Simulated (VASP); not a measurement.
Wanted: the native input for a VASP 6.6.1 run.

```
Task                   : single point
Functional             : PBE
Potentials or basis    : VASP PAW PBE potentials, release 64 (As)
Cutoff                 : 520 eV
k mesh                 : 4 × 4 × 4
Occupations            : fermi-dirac, width 0.02 eV
Spin                   : no spin polarisation
Dipole correction      : no
Further INCAR settings : ALGO = Normal; EDIFF = 1e-06; NBANDS = 12
```

The structure of As lies in POSCAR:

```
As
1.0
    1.8807968987      1.0858785957      3.5140619945
   -1.8807968987      1.0858785957      3.5140619945
    0.0000000000     -2.1717571915      3.5140619945
As
2
Direct
    0.2260000000      0.2260000000      0.2260000000
    0.7740000000      0.7740000000      0.7740000000
```

These files were run (other wordings do the same):

INCAR

```
  ALGO = Normal
  EDIFF = 1E-6
  ENCUT = 520
  GGA = PE
  ISIF = 2
  ISMEAR = -1
  LASPH = True
  LCHARG = False
  LREAL = False
  LWAVE = False
  NBANDS = 12
  NELM = 100
  PREC = Accurate
  SIGMA = 0.02
```

KPOINTS

```
k-points
0
Gamma
  4 4 4
```

Potentials or basis: VASP PAW PBE potentials, release 64 (As).

Run with:

```sh
$ cat potpaw_PBE.64/As/POTCAR > POTCAR
$ mpirun -np 1 vasp_std > vasp.out
```

It gave:

```yaml
Pressure: 4.1 GPa
Largest_force: 0.151 eV/Å
Band_gap_on_the_k_mesh: 0.08 eV, direct
```

Caveat: the k points lie up to 0.50 Å⁻¹ apart.

Run time: 4.5 s on 1 thread of AMD EPYC 9R45 96-Core Processor (Zen 5), on a shared host, peak memory 0.14 GiB.
